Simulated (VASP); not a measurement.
# V (P6_3/mmc) in VASP: a series of runs

The runs below take V through relaxation of cell and atoms, with PBEsol.

Program: VASP 6.6.1. These are calculated values, not measurements. Logs are shortened: lines on timing, memory, paths and dates and some standing lists are left out, and cuts for length are marked.

## 1. The cell of the first run

The structure is hexagonal, space group P6_3/mmc (No. 194). The conventional cell has a = 3.093 Å, b = 3.093 Å, c = 4.803 Å, α = 90.00°, β = 90.00°, γ = 120.00°. Within 3.9 Å of V (site symmetry -6m2) lie 12 V at 2.99 to 3.09 Å.

This isn't the form of V at room conditions, which is bcc.

## 2. Relaxation of cell and atoms, PBEsol, collinear spin, ferromagnetic start

Contents of INCAR:

```
PREC = Accurate
ENCUT = 600
EDIFF = 1E-7
ISMEAR = 0
SIGMA = 0.1
LREAL = F
LASPH = T
NELM = 150
ALGO = Fast
ISIF = 3
LWAVE = F
LCHARG = F
ISPIN = 2
MAGMOM = 1.21 1.21
LORBIT = 11
LMAXMIX = 4
GGA = PS
IBRION = 2
NSW = 80
EDIFFG = -0.05
```

Contents of KPOINTS:

```
Automatic mesh
0
Gamma
  6 6 4
```

Contents of POSCAR:

```
V
1.0
    3.0930578530      0.0000000000      0.0000000000
   -1.5465289265      2.6786666761      0.0000000000
    0.0000000000      0.0000000000      4.8025015557
V
2
Direct
    0.3333333333      0.6666666667      0.2500000000
    0.6666666667      0.3333333333      0.7500000000
```

Potentials or basis: VASP PAW PBE potentials, release 64 (V_sv).

Command:

```
$ cat potpaw_PBE.64/V_sv/POTCAR > POTCAR
$ mpirun -np 1 vasp_std > vasp.out
```

OUTCAR:

```text
PREC = Accurate
   ENCUT = 600
   EDIFF = 1E-7
   ISMEAR = 0
   LREAL = F
   LASPH = T
   NELM = 150
   ISIF = 3
   ISPIN = 2
   LORBIT = 11
   GGA = PS
   IBRION = 2
   NSW = 80
   EDIFFG = -0.05

 ion  position               nearest neighbor table
   1  0.333  0.667  0.250-
   2  0.667  0.333  0.750-

  LATTYP: Found a hexagonal cell.
 ALAT       =     3.0930578530
 C/A-ratio  =     1.5526711054

  Lattice vectors:

 A1 = (   3.0930578530,   0.0000000000,   0.0000000000)
 A2 = (  -1.5465289265,   2.6786666761,   0.0000000000)
 A3 = (   0.0000000000,   0.0000000000,   4.8025015557)

Analysis of symmetry for initial positions (statically):
=====================================================================
 Subroutine PRICEL returns:
 Original cell was already a primitive cell.

 Routine SETGRP: Setting up the symmetry group for a
 hexagonal supercell.

 Subroutine GETGRP returns: Found 24 space group operations
 (whereof 12 operations were pure point group operations)
 out of a pool of 24 trial point group operations.

The static configuration has the point symmetry D_3d.
 The point group associated with its full space group is D_6h.

Analysis of symmetry for dynamics (positions and initial velocities):
=====================================================================
 Subroutine PRICEL returns:
 Original cell was already a primitive cell.

 Routine SETGRP: Setting up the symmetry group for a
 hexagonal supercell.

 Subroutine GETGRP returns: Found 24 space group operations
 (whereof 12 operations were pure point group operations)
 out of a pool of 24 trial point group operations.

The dynamic configuration has the point symmetry D_3d.
 The point group associated with its full space group is D_6h.

Analysis of structural, dynamic, and magnetic symmetry:
=====================================================================
 Subroutine PRICEL returns:
 Original cell was already a primitive cell.

 Routine SETGRP: Setting up the symmetry group for a
 hexagonal supercell.

 Subroutine GETGRP returns: Found 24 space group operations
 (whereof 12 operations were pure point group operations)
 out of a pool of 24 trial point group operations.

The overall configuration has the point symmetry D_3d.
 The point group associated with its full space group is D_6h.

 Subroutine INISYM returns: Found 24 space group operations
 (whereof 12 operations are pure point group operations),
 and found     1 'primitive' translations

----------------------------------------------------------------------------------------

                                     Primitive cell

  volume of cell :      39.7900

  direct lattice vectors                    reciprocal lattice vectors
     3.093057853  0.000000000  0.000000000     0.323304654  0.186660029  0.000000000
    -1.546528926  2.678666676  0.000000000     0.000000000  0.373320058  0.000000000
     0.000000000  0.000000000  4.802501556     0.000000000  0.000000000  0.208224815

  length of vectors
     3.093057853  3.093057853  4.802501556     0.373320058  0.373320058  0.208224815

  position of ions in fractional coordinates (direct lattice)
     0.333333333  0.666666667  0.250000000
     0.666666667  0.333333333  0.750000000

  ion indices of the primitive-cell ions
   primitive index   ion index
                 1           1
                 2           2

----------------------------------------------------------------------------------------

 KPOINTS: Automatic mesh

Automatic generation of k-mesh.
 Grid dimensions read from file:
 generate k-points for:    6    6    4

 Generating k-lattice:

  Cartesian coordinates                     Fractional coordinates (reciprocal lattice)
     0.053884109  0.031110005  0.000000000     0.166666667  0.000000000  0.000000000
     0.000000000  0.062220010  0.000000000     0.000000000  0.166666667  0.000000000
     0.000000000  0.000000000  0.052056204     0.000000000  0.000000000  0.250000000

  Length of vectors
     0.062220010  0.062220010  0.052056204

  Shift w.r.t. Gamma in fractional coordinates (k-lattice)
     0.000000000  0.000000000  0.000000000

 Subroutine IBZKPT returns following result:
 ===========================================

 Found     21 irreducible k-points:

 Following reciprocal coordinates:
            Coordinates               Weight
  0.000000  0.000000  0.000000      1.000000
  0.166667 -0.000000  0.000000      6.000000
  0.333333 -0.000000  0.000000      6.000000
  0.500000 -0.000000  0.000000      3.000000
  0.166667  0.166667  0.000000      6.000000
  0.333333  0.166667  0.000000     12.000000
[... 13 lines left out ...]
  0.333333  0.166667  0.500000     12.000000
  0.333333  0.333333  0.500000      2.000000
   k-points           NKPTS =     21   k-points in BZ     NKDIM =     21   number of bands    NBANDS=     18
   number of dos      NEDOS =    301   number of ions     NIONS =      2
   total plane-waves  NPLWV =  31360
   dimension x,y,z NGX =    28 NGY =   28 NGZ =   40
   dimension x,y,z NGXF=    56 NGYF=   56 NGZF=   80
   ions per type =               2
   NGX,Y,Z   is equivalent  to a cutoff of  15.05, 15.05, 13.85 a.u.
   NGXF,Y,Z  is equivalent  to a cutoff of  30.10, 30.10, 27.69 a.u.
 SYSTEM =  unknown system
   PREC   = accura    normal or accurate (medium, high low for compatibility)
   ISTART =      0    job   : 0-new  1-cont  2-samecut
   ICHARG =      2    charge: 1-file 2-atom 10-const
   ISPIN  =      2    spin polarized calculation?
   LNONCOLLINEAR =      F non collinear calculations
   LSORBIT =      F    spin-orbit coupling
   LASPH  =      T    aspherical Exc in radial PAW
   ENCUT  =  600.0 eV  44.10 Ry    6.64 a.u.   6.18  6.18  9.59*2*pi/ulx,y,z
   NELM   =    150;   NELMIN=  2; NELMDL= -5     # of ELM steps
   EDIFF  = 0.1E-06   stopping-criterion for ELM
   LREAL  =      F    real-space projection
   EDIFFG = -.5E-01   stopping-criterion for IOM
   NSW    =     80    number of steps for IOM
   IBRION =      2    ionic relax: 0-MD 1-quasi-New 2-CG
   NFREE  =      1    steps in history (QN), initial steepest desc. (CG)
   ISIF   =      3    stress and relaxation
   ISYM   =      2    0-nonsym 1-usesym 2-fastsym
   POTIM  = 0.5000    time-step for ionic-motion
   TEBEG  =    0.0;   TEEND  =   0.0 temperature during run
   PSTRESS=    0.0 pullay stress
   NELECT =      26.0000    total number of electrons
   NUPDOWN=      -1.0000    fix difference up-down
   EMIN   =  10.00;   EMAX   =-10.00  energy-range for DOS
   EFERMI =   0.00;   METHOD = LEGACY
   ISMEAR =     0;   SIGMA  =   0.10  broadening in eV -4-tet -1-fermi 0-gaus
   EFERMI_NEDOS =   21; number of points for ismear=-14 and -15
   IALGO  =     68    algorithm
   IMIX   =      4    mixing-type and parameters
     AMIX     =   0.40;   BMIX     =  1.00
     AMIX_MAG =   1.60;   BMIX_MAG =  1.00
  volume/ion in A,a.u.               =      19.90       134.26
  Fermi-wavevector in a.u.,A,eV,Ry     =   1.420609  2.684562 27.458321  2.018130
  Thomas-Fermi vector in A             =   2.541506
   LORBIT       =     11    0 simple, 1 ext, 2 COOP (PROOUT), +10 PAW based schemes
   GGA     = PS    functional components
   LHFCALC =     F    Hartree Fock is set to
   AEXX    =    0.0000 exact exchange contribution
   IVDW    =     0    specifies the selected vdW correction
   LEPSILON=     F    determine dielectric tensor
   LRPA    =     F    only Hartree local field effects (RPA)
 conjugate gradient relaxation of ions
 spin polarized calculation
 RMM-DIIS sequential band-by-band and
 Gauss-broadening in eV      SIGMA  =   0.10
  energy-cutoff  :      600.00
  volume of cell :       39.79
 maximum number of plane-waves:      1345
 NGX is ok and might be reduce to    28
   NGX = 13   NGY = 13   NGZ = 19

--------------------------------------- Ionic step        1  -------------------------------------------

 number of electron      26.0000001 magnetization       2.4579430

 Free energy of the ion-electron system (eV)
  ---------------------------------------------------
  ext. energy  EPLUGINS =         0.00000000
  ---------------------------------------------------
  free energy    TOTEN  =       -16.82559277 eV

  energy without entropy =      -16.80800177  energy(sigma->0) =      -16.81679727

------------------------ aborting loop because EDIFF is reached ----------------------------------------

  FORCE on cell =-STRESS in cart. coord.  units (eV):
  Direction    XX          YY          ZZ          XY          YZ          ZX
  --------------------------------------------------------------------------------------
  -------------------------------------------------------------------------------------
  Total       -7.5670727     -7.5670727     -7.6933047     -0.0000000     -0.0000000      0.0000000
  in kB     -304.6942480   -304.6942480   -309.7770803     -0.0000000     -0.0000000      0.0000000
  external PRESSURE =    -306.3885254 kB  Pullay stress =       0.0000000 kB
[... 93 lines left out ...]
  FREE ENERGIE OF THE ION-ELECTRON SYSTEM (eV)
  ---------------------------------------------------
  free  energy   TOTEN  =       -18.6068736087 eV

  energy  without entropy=      -18.5886742772  energy(sigma->0) =      -18.59777394

[... ionic steps 4 to 12 ...]

--------------------------------------- Ionic step       13  -------------------------------------------

 number of electron      26.0000002 magnetization      -0.0000000

 number of electron      26.0000002 magnetization       0.0000000
[... 35 lines left out ...]
 number of electron      26.0000002 magnetization       0.0000000

 number of electron      26.0000002 magnetization      -0.0000000

 E-fermi :   9.6394     XC(G=0): -12.9112

 val. band max:        9.6318295955   @ k =   0.3333   0.1667   0.5000
 cond. band min:       9.6555258770   @ k =   0.1667  -0.0000   0.0000
 fundamental gap:      0.0236962814
 Fermi energy:         9.6393770860

 spin component 1

 k-point     1 :       0.0000    0.0000    0.0000
  band No.  band energies     occupation
      1     -54.1284      1.00000
      2     -54.0113      1.00000
      3     -28.3604      1.00000
      4     -27.6863      1.00000
      5     -27.5653      1.00000
      6     -27.5653      1.00000
[... 911 lines left out ...]
 number of electron      26.0000000 magnetization      -0.0000000

 number of electron      26.0000000 magnetization       0.0000000

 Free energy of the ion-electron system (eV)
  ---------------------------------------------------
  ext. energy  EPLUGINS =         0.00000000
  ---------------------------------------------------
  free energy    TOTEN  =       -18.72643921 eV

  energy without entropy =      -18.70730131  energy(sigma->0) =      -18.71687026

 E-fermi :  10.1261     XC(G=0): -13.1050

 val. band max:       10.0647332088   @ k =   0.3333  -0.0000   0.0000
 cond. band min:      10.1459213687   @ k =   0.3333   0.1667   0.5000
 fundamental gap:      0.0811881599
 Fermi energy:        10.1261323110

 spin component 1

 k-point     1 :       0.0000    0.0000    0.0000
  band No.  band energies     occupation
      1     -53.6287      1.00000
      2     -53.5023      1.00000
      3     -27.8913      1.00000
      4     -27.1648      1.00000
      5     -26.9775      1.00000
      6     -26.9775      1.00000
[... 903 lines left out ...]
  FREE ENERGIE OF THE ION-ELECTRON SYSTEM (eV)
  ---------------------------------------------------
  free  energy   TOTEN  =       -18.7264392095 eV

  energy  without entropy=      -18.7073013097  energy(sigma->0) =      -18.71687026

 reached required accuracy - stopping structural energy minimisation

 total charge

# of ion       s       p       d       tot
------------------------------------------
    1        2.356   6.218   3.141  11.715
    2        2.356   6.218   3.141  11.715
--------------------------------------------------
tot          4.712  12.436   6.281  23.429

 magnetization (x)

# of ion       s       p       d       tot
------------------------------------------
    1        0.000  -0.000  -0.000  -0.000
    2        0.000  -0.000  -0.000  -0.000
--------------------------------------------------
tot          0.000  -0.000  -0.000  -0.000
```

Run time: 9.8 min. Hardware: 1 thread of Oxide Virtual Turin-like, shared host; peak memory 0.19 GiB.

Results:

- Free energy: -18.7264 eV
- Relaxed volume: 13.30 Å³/atom
- Relaxed cell: a = 2.562 Å, b = 2.562 Å, c = 4.678 Å, α = 90.00°, β = 90.00°, γ = 120.00°
- Space group after relaxing (to 0.1 Å): P6_3/mmc (No. 194)
- Energy gained by relaxing: 950.4 meV/atom
- Ionic steps: 15
- Pressure after relaxing: -0.3 GPa
- Band gap on the k mesh: zero (filled and empty bands overlap)
- Net moment: 0.00 μB per cell
- Valence electrons inside the program's atomic spheres: V 11.71

Stress tensor (GPa, compression positive):
```
-0.22  0.00  0.00
 0.00 -0.22  0.00
 0.00  0.00 -0.43
```

Step by step:
| step | energy change (eV) | largest force (eV/Å) | pressure (GPa) | volume (Å³) |
| --- | --- | --- | --- | --- |
| 1 | 0.0000 | 0.0000 | -30.64 | 39.79 |
| 2 | -0.9824 | 0.0000 | 59.29 | 21.66 |
| 3 | -1.7813 | 0.0000 | -1.85 | 27.03 |
| 4 | -1.7828 | 0.0000 | -0.32 | 26.81 |
| 5 | -1.7821 | 0.0000 | 1.24 | 26.59 |
| 6 | -1.7970 | 0.0000 | -1.43 | 26.96 |
| 7 | -1.8227 | 0.0000 | -8.40 | 28.03 |
| 8 | -1.8249 | 0.0000 | -8.59 | 28.05 |
| 9 | -1.8307 | 0.0000 | -8.97 | 28.10 |
| 10 | -1.8382 | 0.0000 | -9.64 | 28.19 |
| 11 | -1.8380 | 0.0000 | -10.62 | 28.34 |
| 12 | -1.8407 | 0.0000 | -9.97 | 28.24 |
| 13 | -1.8515 | 0.0000 | -9.10 | 28.08 |
| 14 | -1.8780 | 0.0000 | -6.37 | 27.58 |
| 15 | -1.9008 | 0.0000 | -0.29 | 26.60 |

Final structure:
```xyz
2
Lattice="2.5623 0.0000 0.0000 -1.2811 2.2190 0.0000 0.0000 0.0000 4.6780" Properties=species:S:1:pos:R:3 pbc="T T T"
V     0.0000    1.4793    1.1695
V     1.2811    0.7397    3.5085
```

Levels at points of the mesh, in eV from the Fermi level:
Spin up:
```tsv
k point	band 11	band 12	band 13	band 14	band 15	band 16
(0.00, 0.00, 0.00)	-0.70	-0.27	0.33	0.33	0.65	0.65
(0.50, 0.00, 0.00)	-2.92	-0.46	-0.13	0.29	0.64	3.08
(0.00, 0.00, 0.50)	-1.14	-1.14	0.37	0.37	0.37	0.37
(0.50, 0.00, 0.50)	-1.96	-1.96	1.71	1.71	1.72	1.72
```
Spin down:
| k point | band 9 | band 10 | band 11 | band 12 | band 13 | band 14 | band 15 | band 16 | band 17 | band 18 |
| --- | --- | --- | --- | --- | --- | --- | --- | --- | --- | --- |
| (0.00, 0.00, 0.00) | -7.01 | -3.59 | -0.70 | -0.27 | 0.33 | 0.33 | 0.65 | 0.65 | 1.93 | 1.93 |
| (0.50, 0.00, 0.00) | -3.13 | -2.99 | -2.92 | -0.46 | -0.13 | 0.29 | 0.64 | 3.08 | 3.75 | 3.86 |
| (0.00, 0.00, 0.50) | -5.20 | -5.20 | -1.14 | -1.14 | 0.37 | 0.37 | 0.37 | 0.37 | 2.62 | 2.62 |
| (0.50, 0.00, 0.50) | -3.45 | -3.45 | -1.96 | -1.96 | 1.71 | 1.71 | 1.72 | 1.72 | 3.81 | 3.81 |

Caveat: the k points lie up to 0.47 Å⁻¹ apart in the final cell, too coarse for converged energies and pressures of a metal; the volume moved by over 15 % at a fixed basis, so the end points are rough; the moments typed at the start vanished in this run; the PAW data sets were made with another functional, which shifts forces and pressure a little.

## 3. Relaxation of cell and atoms, PBEsol

This run uses another cell than the first one, of 13.26 Å³/atom.

Contents of INCAR:

```
SYSTEM = V
PREC = Accurate
ENCUT = 600
EDIFF = 1E-6
ISMEAR = 0
SIGMA = 0.1
LREAL = .False.
LASPH = .True.
NELM = 100
ALGO = Fast
ISIF = 3
LWAVE = .False.
LCHARG = .False.
GGA = PS
IBRION = 2
NSW = 80
EDIFFG = -0.01
```

Contents of KPOINTS:

```
regular mesh
0
Gamma
  18 18 10
  0 0 0
```

Contents of POSCAR:

```
V
1.0
    2.5606983349      0.0000000000      0.0000000000
   -1.2803491675      2.2176298095      0.0000000000
    0.0000000000      0.0000000000      4.6703746553
V
2
Direct
    0.3333333333      0.6666666667      0.2500000000
    0.6666666667      0.3333333333      0.7500000000
```

Potentials or basis: VASP PAW PBE potentials, release 64 (V_sv).

Command:

```
$ cat potpaw_PBE.64/V_sv/POTCAR > POTCAR
$ mpirun -np 1 vasp_std > vasp.out
```

It took 8.5 min on 1 thread of Oxide Virtual Turin-like, shared host; peak memory 0.19 GiB.

The run converged. Its results:

| Quantity | Value |
| --- | --- |
| Free energy | -18.7416 eV |
| Relaxed volume | 13.32 Å³/atom |
| Relaxed cell | a = 2.574 Å, b = 2.574 Å, c = 4.644 Å, α = 90.00°, β = 90.00°, γ = 120.00° |
| Space group after relaxing (to 0.1 Å) | P6_3/mmc (No. 194) |
| Energy gained by relaxing | 0.9 meV/atom |
| Ionic steps | 5 |
| Pressure after relaxing | 0.1 GPa |
| Band gap on the k mesh | zero (bands 13 and 14 overlap by 2.32 eV) |

Step by step:
| step | energy change (eV) | largest force (eV/Å) | pressure (GPa) | volume (Å³) |
| --- | --- | --- | --- | --- |
| 1 | 0.0000 | 0.0000 | 0.87 | 26.52 |
| 2 | -0.0012 | 0.0000 | -1.03 | 26.80 |
| 3 | -0.0014 | 0.0000 | -0.50 | 26.72 |
| 4 | -0.0017 | 0.0000 | 0.18 | 26.63 |
| 5 | -0.0017 | 0.0000 | 0.07 | 26.65 |

Final structure:
```
V
1.0
     2.57412    0.00000    0.00000
    -1.28706    2.22926    0.00000
     0.00000    0.00000    4.64410
V
2
Direct
  0.33333 0.66667 0.25000
  0.66667 0.33333 0.75000
```

Levels at points of the mesh, in eV from the Fermi level:
```
           k point  band 11  band 12  band 13  band 14  band 15  band 16
(0.00, 0.00, 0.00)    -0.59    -0.12     0.32     0.32     0.66     0.66
(0.50, 0.00, 0.00)    -2.87    -0.38    -0.16     0.34     0.59     3.11
(0.00, 0.00, 0.50)    -1.05    -1.05     0.36     0.36     0.36     0.36
(0.50, 0.00, 0.50)    -1.90    -1.90     1.70     1.70     1.73     1.73
```

Caveat: the PAW data sets were made with another functional, which shifts forces and pressure a little. Zero-point motion and thermal expansion aren't in these numbers.

The gap in the log of VASP goes by the Fermi energy; the results here count the filled bands.